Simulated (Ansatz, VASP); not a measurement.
# Two plane-wave programs on Ga3SbN2

```
Ga Sb N
1.0
     2.91408    1.68245    4.74220
    -2.91408    1.68245    4.74220
     0.00000   -3.36489    4.74220
Ga Sb N
3 1 2
Cartesian
  0.0000 1.6824 4.7422
  1.4570 -0.8412 4.7422
  -1.4570 -0.8412 4.7422
  0.0000 0.0000 7.1133
  0.0000 0.0000 3.7497
  0.0000 0.0000 10.4769
```

Change from the starting cell: species swapped into the Mg2SiNi3 type (R-3m, No. 166).

Alike in both runs: functional PBE; k mesh 6 × 6 × 6; occupations gaussian, width 0.1 eV; no spin polarisation.

Ansatz relaxed the structure, and its values are those at the end. VASP's run is a single point on that final structure, the one shown.

|  | VASP | Ansatz |
| --- | --- | --- |
| version | VASP 6.6.1 | Ansatz 0.2.0 |
| potentials or method | VASP PAW PBE potentials, release 64 (Ga_d, Sb, N), cutoff 520 eV | scalar-relativistic, plane waves, PAW |
| valence electrons in the cell | 54 | 64 |

```csv
,VASP,Ansatz,Ansatz less VASP
gap on the k mesh at the Fermi level (eV),none,none,-
pressure (GPa),0.1,0.0,-0.10
rms of the force components (eV/Å),0.005,0.007,+0.0019
```

A gap of «none» marks a metal or a gap that the smearing closes. The functional is the same, so the differences come from potentials, cutoffs and numerics. VASP's potentials hold 54 valence electrons a cell and Ansatz's 64, so a difference there can come from the potentials and not from the codes.

Neither program's run includes spin-orbit coupling.
